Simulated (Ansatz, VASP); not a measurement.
**Bi4O: VASP beside Ansatz**

```
Bi O
1.0
     5.07910    0.00000    0.00000
     0.00000    5.07910    0.00000
     0.00000    0.00000    5.07910
Bi O
4 1
Cartesian
  2.5395 0.0000 0.0000
  0.0000 2.5395 0.0000
  0.0000 0.0000 2.5395
  2.5395 2.5395 2.5395
  0.0000 0.0000 0.0000
```

Change from the starting cell: species swapped into the Co4N type (Pm-3m, No. 221).

Alike in both runs: functional PBE; k mesh 8 × 8 × 8; occupations gaussian, width 0.1 eV; no spin polarisation.

Ansatz relaxed the structure, and its values are those at the end. VASP's run is a single point on that final structure, the one shown.

```csv
,VASP,Ansatz
version,VASP 6.6.1,Ansatz 0.2.0
potentials or method,"VASP PAW PBE potentials, release 64 (Bi_d, O), cutoff 520 eV","scalar-relativistic, plane waves, PAW"
valence electrons in the cell,66,66
```

```tsv
	VASP	Ansatz	Ansatz less VASP
gap on the k mesh at the Fermi level (eV)	none	none	-
pressure (GPa)	0.0	0.0	+0.05
```

A gap of «none» marks a metal or a gap that the smearing closes. With one functional, cell and mesh, what is left measures potentials, basis and numerics.

Neither program's run includes spin-orbit coupling.
